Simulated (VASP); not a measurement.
Input of a VASP 6.6.1 run:

File INCAR:

```
ALGO     = Normal         # electronic algorithm
EDIFF    = 1E-6           # SCF threshold, eV
ENCUT    = 520            # plane-wave cutoff, eV
GGA      = PS             # functional
GGA_COMPAT= F            
ISIF     = 2              # what is computed and relaxed
ISMEAR   = -1             # smearing method
LASPH    = T              # aspherical terms in the spheres
LCHARG   = T              # write CHGCAR
LORBIT   = 11             # projections on sites
LORBMOM  = T            
LREAL    = F              # projectors in reciprocal space
LSORBIT  = T              # spin-orbit coupling
LVHAR    = T            
LWAVE    = F              # write WAVECAR
MAGMOM   = 0 0 0 0 0 0 0 0 0 # initial moments
NBANDS   = 39             # bands
NELM     = 150            # most SCF steps
PREC     = Accurate       # precision mode
SIGMA    = 0.05           # smearing width, eV
```

KPOINTS

```
k-points
0
Gamma
  9 9 9
```

POSCAR

```
PbO2
1.0
    0.0000000000      2.7019920000      2.7019920000
    2.7019920000      0.0000000000      2.7019920000
    2.7019920000      2.7019920000      0.0000000000
Pb O
1 2
Direct
    0.0000000000      0.0000000000      0.0000000000
    0.7500000000      0.7500000000      0.7500000000
    0.2500000000      0.2500000000      0.2500000000
```

Potentials or basis: VASP PAW PBE potentials, release 64 (Pb_d, O).

Run with:

```sh
$ cat potpaw_PBE.64/Pb_d/POTCAR potpaw_PBE.64/O/POTCAR > POTCAR
$ mpirun -np 1 vasp_ncl > vasp.out
```

What does it give for the net moment?

0.00 μB per cell.

Estimate the pressure.

-5.8 GPa.

Moments on the atoms (μB; x, y, z):
```
Pb  0.00 0.00 0.00
O   0.00 0.00 0.00
O   0.00 0.00 0.00
```

Caveat: the PAW data sets were made with another functional, which shifts forces and pressure a little.
